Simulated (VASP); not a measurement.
## Al2Ru: single point with r2SCAN

Al2Ru:

```xyz
3
Lattice="4.1850 0.0000 0.0000 -2.0925 3.6243 0.0000 0.0000 0.0000 2.7681" Properties=species:S:1:pos:R:3 pbc="T T T"
Ru    0.0000    0.0000    0.0000
Al    0.0000    2.4162    1.3840
Al    2.0925    1.2081    1.3840
```

```
Program             : VASP 6.6.1
Task                : single point
Functional          : r2SCAN
Potentials or basis : VASP PAW PBE potentials, release 64 (Ru_pv, Al)
Cutoff              : 520 eV
k mesh              : 6 × 6 × 6
Occupations         : gaussian, width 0.1 eV
Spin                : no spin polarisation
```

```json
{
  "Pressure": "0.1 GPa",
  "Band gap on the k mesh": "zero (band 10 reaches 12.21 eV, above the bottom of band 11 at 9.95 eV)"
}
```

Stress tensor (GPa, compression positive):
```
 0.22  0.00  0.00
 0.00  0.22  0.00
 0.00  0.00 -0.04
```

Levels at points of the mesh, in eV from the Fermi level:
```
           k point  band 8  band 9  band 10  band 11  band 12  band 13
(0.00, 0.00, 0.00)   -0.19   -0.19     0.35     0.79     0.79     3.42
(0.50, 0.00, 0.00)   -2.23   -2.09    -0.53    -0.28     3.29     7.12
(0.00, 0.00, 0.50)   -2.47   -2.47     1.44     1.44     2.58     3.17
(0.50, 0.00, 0.50)   -3.68   -1.26    -0.92     1.98     2.88     3.20
```

It took 88 s on 1 thread of Intel(R) Xeon(R) Platinum 8259CL CPU @ 2.50GHz (Skylake/Cascade Lake) (shared host), peak memory 0.18 GiB.

Caveat: the k points lie up to 0.38 Å⁻¹ apart; the PAW data sets were made with another functional, which shifts forces and pressure a little.
